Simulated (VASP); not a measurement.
Wanted: the native input for a VASP 6.6.1 run.

```yaml
Task: single point
Functional: PBE
Potentials_or_basis: VASP PAW PBE potentials, release 64 (Co, H)
Cutoff: 520 eV
k_mesh: 12 × 12 × 12
Occupations: gaussian, width 0.01 eV
Spin: no spin polarisation
Dipole_correction: no
Further_INCAR_settings: ALGO = Normal; EDIFF = 1e-07; NBANDS = 22
```

The structure of CoH3 lies in POSCAR:

```
CoH3
1.0
    1.9570523116      1.1299046789      3.3404991509
   -1.9570523116      1.1299046789      3.3404991509
    0.0000000000     -2.2598093578      3.3404991509
Co H
2 6
Direct
    0.0000000000      0.0000000000      0.0000000000
    0.5000000000      0.5000000000      0.5000000000
    0.9367834927      0.5632165073      0.2500000000
    0.2500000000      0.9367834927      0.5632165073
    0.5632165073      0.2500000000      0.9367834927
    0.0632165073      0.4367834927      0.7500000000
    0.7500000000      0.0632165073      0.4367834927
    0.4367834927      0.7500000000      0.0632165073
```

The cell was generated, and may not be a known phase.

One way to write it, as run:

INCAR

```
PREC     = Accurate       # precision mode
ENCUT    = 520            # plane-wave cutoff, eV
EDIFF    = 1E-7           # SCF threshold, eV
ISMEAR   = 0              # smearing method
SIGMA    = 0.01           # smearing width, eV
LREAL    = False          # projectors in reciprocal space
LASPH    = True           # aspherical terms in the spheres
NELM     = 80             # most SCF steps
ALGO     = Normal         # electronic algorithm
ISIF     = 2              # what is computed and relaxed
LWAVE    = False          # write WAVECAR
LCHARG   = False          # write CHGCAR
GGA      = PE             # functional
NBANDS   = 22             # bands
```

KPOINTS

```
Automatic mesh
0
Gamma
  12 12 12
```

Potentials or basis: VASP PAW PBE potentials, release 64 (Co, H).

The run is started by

```console
$ cat potpaw_PBE.64/Co/POTCAR potpaw_PBE.64/H/POTCAR > POTCAR
$ mpirun -np 1 vasp_std > vasp.out
```

It gave:

* Pressure: -0.3 GPa
* Largest force: 0.008 eV/Å
* Band gap on the k mesh: 0.03 eV (least direct gap 0.06 eV)

Run time: 4.3 min on 1 thread of Oxide Virtual Turin-like Processor, on a shared host, peak memory 0.25 GiB.
